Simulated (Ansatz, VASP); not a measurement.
Given: the input of a run of Ansatz 0.2.0 on CuAu.

File input.yaml:

```yaml
crystal:
  lattice:
    - [1.4333716108, 0.8275574853, 4.2276049958]
    - [-1.4333716108, 0.8275574853, 4.2276049958]
    - [0.0, -1.6551149707, 4.2276049958]
  atoms:
    - { symbol: Au, position: [0.0, 0.0, 0.0] }
    - { symbol: Cu, position: [0.5, 0.5, 0.5] }
kpoints:
  mp_grid: { grid: [11, 11, 11] }
scf:
  occupations: { method: fermi_dirac, width: 0.05 }
hamiltonian:
  xc: lda
  pseudopotentials: { kind: all_electron, lapw: { basis_error: 0.001 } }
output:
  forces: true
  stress: true
  eigenvalues: true
```

Potentials or basis: all-electron LAPW, scalar-relativistic.

Launch:

```bash
$ ansatz run input.yaml --threads 1 --pin off --max-ram 3072MiB --backend cpu --events-out ev --progress --plain --runs-dir out
```

Task: Set up the same calculation for VASP 6.6.1. Potentials there: VASP PAW LDA potentials, release 64 (Au, Cu).

Result: As run (the cutoff follows the program's own potentials):

The input INCAR:

```
SYSTEM = CuAu
PREC = Accurate
ENCUT = 520
EDIFF = 1E-7
ISMEAR = -1
SIGMA = 0.05
LREAL = .FALSE.
LASPH = .TRUE.
NELM = 80
ALGO = Fast
ISIF = 2
LWAVE = .FALSE.
LCHARG = .FALSE.
NBANDS = 18
```

The input KPOINTS:

```
regular mesh
0
G
  11 11 11
  0 0 0
```

Contents of POSCAR:

```
CuAu
1.0
    1.4333716108      0.8275574853      4.2276049958
   -1.4333716108      0.8275574853      4.2276049958
    0.0000000000     -1.6551149707      4.2276049958
Au Cu
1 1
Direct
    0.0000000000      0.0000000000      0.0000000000
    0.5000000000      0.5000000000      0.5000000000
```

Potentials or basis: VASP PAW LDA potentials, release 64 (Au, Cu).

Run with:

```console
$ cat potpaw_LDA.64/Au/POTCAR potpaw_LDA.64/Cu/POTCAR > POTCAR
$ mpirun -np 1 vasp_std > vasp.out
```

Both were run:

|  | VASP | Ansatz | Ansatz less VASP |
| --- | --- | --- | --- |
| gap on the k mesh at the Fermi level (eV) | none | none | - |
| pressure (GPa) | -9.8 | -10.4 | -0.59 |
| traceless stress, the component that is largest in VASP (GPa) | 0.72 | 0.53 | -0.190 |

LDA's correlation is that of Perdew and Zunger in VASP and of Perdew and Wang (1992) in Ansatz. A gap of «none» marks a metal or a gap that the smearing closes. Ansatz ran all-electron here, and VASP with PAW potentials.

Spin-orbit coupling is off throughout.
